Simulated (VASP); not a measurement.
# Si12HCl in VASP: single point with PBE

Aim: the single point of Si12HCl with PBE.

Program: VASP 6.6.1. These are calculated values, not measurements. Logs are shortened: lines on timing, memory, paths and dates and some standing lists are left out, and cuts for length are marked.

## 1. The cell of the first run

The cell holds a slab with vacuum, 14 atoms: a = 3.868 Å, b = 3.868 Å, c = 35.130 Å, α = 90.00°, β = 90.00°, γ = 120.00°.

## 2. Single point, PBE

Contents of INCAR:

```
PREC     = Accurate       # precision mode
ENCUT    = 520            # plane-wave cutoff, eV
EDIFF    = 1E-7           # SCF threshold, eV
ISMEAR   = 0              # smearing method
SIGMA    = 0.03           # smearing width, eV
LREAL    = False          # projectors in reciprocal space
LASPH    = True           # aspherical terms in the spheres
NELM     = 80             # most SCF steps
ALGO     = Normal         # electronic algorithm
ISIF     = 2              # what is computed and relaxed
LWAVE    = False          # write WAVECAR
LCHARG   = False          # write CHGCAR
LDIPOL   = True         
IDIPOL   = 3            
DIPOL    = 0.5 0.5 0.493
GGA      = PE             # functional
NBANDS   = 41             # bands
```

Contents of KPOINTS:

```
Automatic mesh
0
Gamma
  6 6 1
```

Contents of POSCAR:

```
Si12HCl
1.0
    3.8678033835      0.0000000000      0.0000000000
   -1.9339016918      3.3496159870      0.0000000000
    0.0000000000      0.0000000000     35.1297532500
Si H Cl
12 1 1
Direct
    0.0000000000      0.0000000000      0.7272026972
    0.3333333333      0.6666666667      0.7052686346
    0.3333333333      0.6666666667      0.6378048817
    0.6666666667      0.3333333333      0.6153486767
    0.6666666667      0.3333333333      0.5479671491
    0.0000000000      0.0000000000      0.5255525928
    0.0000000000      0.0000000000      0.4581520166
    0.3333333333      0.6666666667      0.4357306035
    0.3333333333      0.6666666667      0.3683399104
    0.6666666667      0.3333333333      0.3459129557
    0.6666666667      0.3333333333      0.2786672600
    0.0000000000      0.0000000000      0.2561930900
    0.0000000000      0.0000000000      0.2134942400
    0.0000000000      0.0000000000      0.7863010710
```

Potentials or basis: VASP PAW PBE potentials, release 64 (Si, H, Cl).

Launch:

```sh
cat potpaw_PBE.64/Si/POTCAR potpaw_PBE.64/H/POTCAR potpaw_PBE.64/Cl/POTCAR > POTCAR
mpirun -np 1 vasp_std > vasp.out
```

OUTCAR:

```text
PREC = Accurate
   ENCUT = 520
   EDIFF = 1E-7
   ISMEAR = 0
   LREAL = False
   LASPH = True
   NELM = 80
   ISIF = 2
   GGA = PE

 ion  position               nearest neighbor table
   1  0.000  0.000  0.727-  14 2.08   2 2.36   2 2.36   2 2.36
   2  0.333  0.667  0.705-   1 2.36   1 2.36   1 2.36   3 2.37
   3  0.333  0.667  0.638-   4 2.37   4 2.37   4 2.37   2 2.37
   4  0.667  0.333  0.615-   5 2.37   3 2.37   3 2.37   3 2.37
   5  0.667  0.333  0.548-   4 2.37   6 2.37   6 2.37   6 2.37
   6  0.000  0.000  0.526-   7 2.37   5 2.37   5 2.37   5 2.37
   7  0.000  0.000  0.458-   6 2.37   8 2.37   8 2.37   8 2.37
   8  0.333  0.667  0.436-   9 2.37   7 2.37   7 2.37   7 2.37
   9  0.333  0.667  0.368-   8 2.37  10 2.37  10 2.37  10 2.37
  10  0.667  0.333  0.346-  11 2.36   9 2.37   9 2.37   9 2.37
  11  0.667  0.333  0.279-  10 2.36  12 2.37  12 2.37  12 2.37
  12  0.000  0.000  0.256-  13 1.50  11 2.37  11 2.37  11 2.37
  13  0.000  0.000  0.213-  12 1.50
  14  0.000  0.000  0.786-   1 2.08

  LATTYP: Found a hexagonal cell.
 ALAT       =     3.8678033835
 C/A-ratio  =     9.0826109207

  Lattice vectors:

 A1 = (   3.8678033835,   0.0000000000,   0.0000000000)
 A2 = (  -1.9339016918,   3.3496159870,   0.0000000000)
 A3 = (   0.0000000000,   0.0000000000,  35.1297532500)

Analysis of symmetry for initial positions (statically):
=====================================================================
 Subroutine PRICEL returns:
 Original cell was already a primitive cell.

 Routine SETGRP: Setting up the symmetry group for a
 hexagonal supercell.

 Subroutine GETGRP returns: Found  6 space group operations
 (whereof  6 operations were pure point group operations)
 out of a pool of 24 trial point group operations.

The static configuration has the point symmetry C_3v.

Analysis of symmetry for dynamics (positions and initial velocities):
=====================================================================
 Subroutine PRICEL returns:
 Original cell was already a primitive cell.

 Routine SETGRP: Setting up the symmetry group for a
 hexagonal supercell.

 Subroutine GETGRP returns: Found  6 space group operations
 (whereof  6 operations were pure point group operations)
 out of a pool of 24 trial point group operations.

The dynamic configuration has the point symmetry C_3v.

 Subroutine INISYM returns: Found  6 space group operations
 (whereof  6 operations are pure point group operations),
 and found     1 'primitive' translations

----------------------------------------------------------------------------------------

                                     Primitive cell

  volume of cell :     455.1290

  direct lattice vectors                    reciprocal lattice vectors
     3.867803384  0.000000000  0.000000000     0.258544683  0.149270842  0.000000000
    -1.933901692  3.349615987  0.000000000     0.000000000  0.298541685  0.000000000
     0.000000000  0.000000000 35.129753250     0.000000000  0.000000000  0.028465899

  length of vectors
     3.867803384  3.867803384 35.129753250     0.298541685  0.298541685  0.028465899

  position of ions in fractional coordinates (direct lattice)
     0.000000000  0.000000000  0.727202697
     0.333333333  0.666666667  0.705268635
     0.333333333  0.666666667  0.637804882
     0.666666667  0.333333333  0.615348677
     0.666666667  0.333333333  0.547967149
     0.000000000  0.000000000  0.525552593
     0.000000000  0.000000000  0.458152017
     0.333333333  0.666666667  0.435730603
     0.333333333  0.666666667  0.368339910
     0.666666667  0.333333333  0.345912956
     0.666666667  0.333333333  0.278667260
     0.000000000  0.000000000  0.256193090
     0.000000000  0.000000000  0.213494240
     0.000000000  0.000000000  0.786301071

  ion indices of the primitive-cell ions
   primitive index   ion index
                 1           1
                 2           2
                 3           3
                 4           4
                 5           5
                 6           6
                 7           7
                 8           8
                 9           9
                10          10
                11          11
                12          12
                13          13
                14          14

----------------------------------------------------------------------------------------

 KPOINTS: Automatic mesh

Automatic generation of k-mesh.
 Grid dimensions read from file:
 generate k-points for:    6    6    1

 Generating k-lattice:

  Cartesian coordinates                     Fractional coordinates (reciprocal lattice)
     0.043090781  0.024878474  0.000000000     0.166666667  0.000000000  0.000000000
     0.000000000  0.049756947  0.000000000     0.000000000  0.166666667  0.000000000
     0.000000000  0.000000000  0.028465899     0.000000000  0.000000000  1.000000000

  Length of vectors
     0.049756947  0.049756947  0.028465899

  Shift w.r.t. Gamma in fractional coordinates (k-lattice)
     0.000000000  0.000000000  0.000000000

 Subroutine IBZKPT returns following result:
 ===========================================

 Found      7 irreducible k-points:

 Following reciprocal coordinates:
            Coordinates               Weight
  0.000000  0.000000  0.000000      1.000000
  0.166667  0.000000  0.000000      6.000000
  0.333333  0.000000  0.000000      6.000000
  0.500000  0.000000  0.000000      3.000000
  0.166667  0.166667  0.000000      6.000000
  0.333333  0.166667  0.000000     12.000000
  0.333333  0.333333  0.000000      2.000000
   k-points           NKPTS =      7   k-points in BZ     NKDIM =      7   number of bands    NBANDS=     41
   number of dos      NEDOS =    301   number of ions     NIONS =     14
   total plane-waves  NPLWV = 243000
   dimension x,y,z NGX =    30 NGY =   30 NGZ =  270
   dimension x,y,z NGXF=    60 NGYF=   60 NGZF=  540
   ions per type =              12   1   1
   NGX,Y,Z   is equivalent  to a cutoff of  12.89, 12.89, 12.78 a.u.
   NGXF,Y,Z  is equivalent  to a cutoff of  25.79, 25.79, 25.55 a.u.
 SYSTEM =  unknown system
   PREC   = accura    normal or accurate (medium, high low for compatibility)
   ISTART =      0    job   : 0-new  1-cont  2-samecut
   ICHARG =      2    charge: 1-file 2-atom 10-const
   ISPIN  =      1    spin polarized calculation?
   LNONCOLLINEAR =      F non collinear calculations
   LSORBIT =      F    spin-orbit coupling
   LASPH  =      T    aspherical Exc in radial PAW
   ENCUT  =  520.0 eV  38.22 Ry    6.18 a.u.   7.19  7.19 65.32*2*pi/ulx,y,z
   NELM   =     80;   NELMIN=  2; NELMDL= -5     # of ELM steps
   EDIFF  = 0.1E-06   stopping-criterion for ELM
   LREAL  =      F    real-space projection
   EDIFFG = 0.1E-05   stopping-criterion for IOM
   NSW    =      0    number of steps for IOM
   IBRION =     -1    ionic relax: 0-MD 1-quasi-New 2-CG
   NFREE  =      0    steps in history (QN), initial steepest desc. (CG)
   ISIF   =      2    stress and relaxation
   ISYM   =      2    0-nonsym 1-usesym 2-fastsym
   POTIM  = 0.5000    time-step for ionic-motion
   TEBEG  =    0.0;   TEEND  =   0.0 temperature during run
   PSTRESS=    0.0 pullay stress
   NELECT =      56.0000    total number of electrons
   NUPDOWN=      -1.0000    fix difference up-down
   EMIN   =  10.00;   EMAX   =-10.00  energy-range for DOS
   EFERMI =   0.00;   METHOD = LEGACY
   ISMEAR =     0;   SIGMA  =   0.03  broadening in eV -4-tet -1-fermi 0-gaus
   EFERMI_NEDOS =   21; number of points for ismear=-14 and -15
   IALGO  =     38    algorithm
   IMIX   =      4    mixing-type and parameters
     AMIX     =   0.40;   BMIX     =  1.00
     AMIX_MAG =   1.60;   BMIX_MAG =  1.00
  volume/ion in A,a.u.               =      32.51       219.38
  Fermi-wavevector in a.u.,A,eV,Ry     =   0.814253  1.538715  9.020770  0.663008
  Thomas-Fermi vector in A             =   1.924126
   LORBIT       =      0    0 simple, 1 ext, 2 COOP (PROOUT), +10 PAW based schemes
   GGA     = PE    functional components
   LHFCALC =     F    Hartree Fock is set to
   AEXX    =    0.0000 exact exchange contribution
   IVDW    =     0    specifies the selected vdW correction
   LEPSILON=     F    determine dielectric tensor
   LRPA    =     F    only Hartree local field effects (RPA)
 non-spin polarized calculation
 Gauss-broadening in eV      SIGMA  =   0.03
  energy-cutoff  :      520.00
  volume of cell :      455.13
 maximum number of plane-waves:     12297
 NGX is ok and might be reduce to    30
   NGX = 15   NGY = 15   NGZ =131

 dipolmoment           0.000000      0.000000     -0.003670 electrons x Angstroem

 number of electron      56.0000007 magnetization

 dipolmoment           0.000000      0.000000      0.076970 electrons x Angstroem

 Free energy of the ion-electron system (eV)
  ---------------------------------------------------
  ext. energy  EPLUGINS =         0.00000000
  ---------------------------------------------------
  free energy    TOTEN  =       -71.52995820 eV

  energy without entropy =      -71.52995820  energy(sigma->0) =      -71.52995820

 E-fermi :   1.2164     XC(G=0):  -5.9071

 val. band max:        1.0350417084   @ k =   0.0000   0.0000   0.0000
 cond. band min:       1.8697743305   @ k =   0.5000   0.0000   0.0000
 fundamental gap:      0.8347326221
 Fermi energy:         1.2164336424

 k-point     1 :       0.0000    0.0000    0.0000
  band No.  band energies     occupation
      1     -14.6489      2.00000
      2     -10.6765      2.00000
      3     -10.4433      2.00000
      4     -10.0722      2.00000
      5      -9.5981      2.00000
      6      -9.0832      2.00000
[... 32 lines left out ...]
     39       4.2821      0.00000
[... 257 lines left out ...]
     39       6.5590      0.00000
     40       6.5799      0.00000
 [bands above 40 left out]

------------------------ aborting loop because EDIFF is reached ----------------------------------------

 vacuum level on the upper side and lower side of the slab       (xc-potential included)         0.456        -0.585

  FORCE on cell =-STRESS in cart. coord.  units (eV):
  Direction    XX          YY          ZZ          XY          YZ          ZX
  --------------------------------------------------------------------------------------
  -------------------------------------------------------------------------------------
  Total        0.4195474      0.4195474     -0.3478924     -0.0000000      0.0000000      0.0000000
  in kB        1.4769206      1.4769206     -1.2246754     -0.0000000      0.0000000      0.0000000
  external PRESSURE =       0.5763886 kB  Pullay stress =       0.0000000 kB

 VOLUME and BASIS-vectors are now :
 -----------------------------------------------------------------------------
  energy-cutoff  :      520.00
  volume of cell :      455.13
      direct lattice vectors                 reciprocal lattice vectors
     3.867803384  0.000000000  0.000000000     0.258544683  0.149270842  0.000000000
    -1.933901692  3.349615987  0.000000000     0.000000000  0.298541685  0.000000000
     0.000000000  0.000000000 35.129753250     0.000000000  0.000000000  0.028465899

 POSITION                                       TOTAL-FORCE (eV/Angst)
 -----------------------------------------------------------------------------------
      0.00000      0.00000     25.54645        -0.000000      0.000000      0.038040
     -0.00000      2.23308     24.77591         0.000000      0.000000     -0.000458
     -0.00000      2.23308     22.40593        -0.000000     -0.000000     -0.002745
      1.93390      1.11654     21.61705         0.000000     -0.000000      0.001313
      1.93390      1.11654     19.24995        -0.000000      0.000000      0.001589
      0.00000      0.00000     18.46253         0.000000      0.000000     -0.001586
      0.00000      0.00000     16.09477        -0.000000      0.000000      0.001955
     -0.00000      2.23308     15.30711        -0.000000      0.000000     -0.002635
     -0.00000      2.23308     12.93969         0.000000      0.000000      0.002111
      1.93390      1.11654     12.15184        -0.000000      0.000000     -0.003560
      1.93390      1.11654      9.78951        -0.000000     -0.000000     -0.222676
      0.00000      0.00000      9.00000         0.000000      0.000000      0.284681
      0.00000      0.00000      7.50000        -0.000000      0.000000     -0.053094
      0.00000      0.00000     27.62256        -0.000000      0.000000     -0.042934
 -----------------------------------------------------------------------------------
    total drift:                                0.000000      0.000000     -0.000218

  FREE ENERGIE OF THE ION-ELECTRON SYSTEM (eV)
  ---------------------------------------------------
  free  energy   TOTEN  =       -71.5299582032 eV

  energy  without entropy=      -71.5299582032  energy(sigma->0) =      -71.52995820

 vacuum level on the upper side and lower side of the slab         6.759         5.695
```

Wall time 5.7 min (1 thread of AMD EPYC 7R43 (Zen 3), shared host); peak memory 0.52 GiB.

Results:

```yaml
Free_energy: -71.5300 eV
Largest_force: 0.285 eV/Å
Band_gap_on_the_k_mesh: 0.83 eV, indirect (least direct gap 1.52 eV)
```

Forces on the atoms (eV/Å):
```
Si   0.000  0.000  0.038
Si   0.000  0.000  0.000
Si   0.000  0.000 -0.003
Si   0.000  0.000  0.001
Si   0.000  0.000  0.002
Si   0.000  0.000 -0.002
Si   0.000  0.000  0.002
Si   0.000  0.000 -0.003
Si   0.000  0.000  0.002
Si   0.000  0.000 -0.004
Si   0.000  0.000 -0.223
Si   0.000  0.000  0.285
H    0.000  0.000 -0.053
Cl   0.000  0.000 -0.043
```
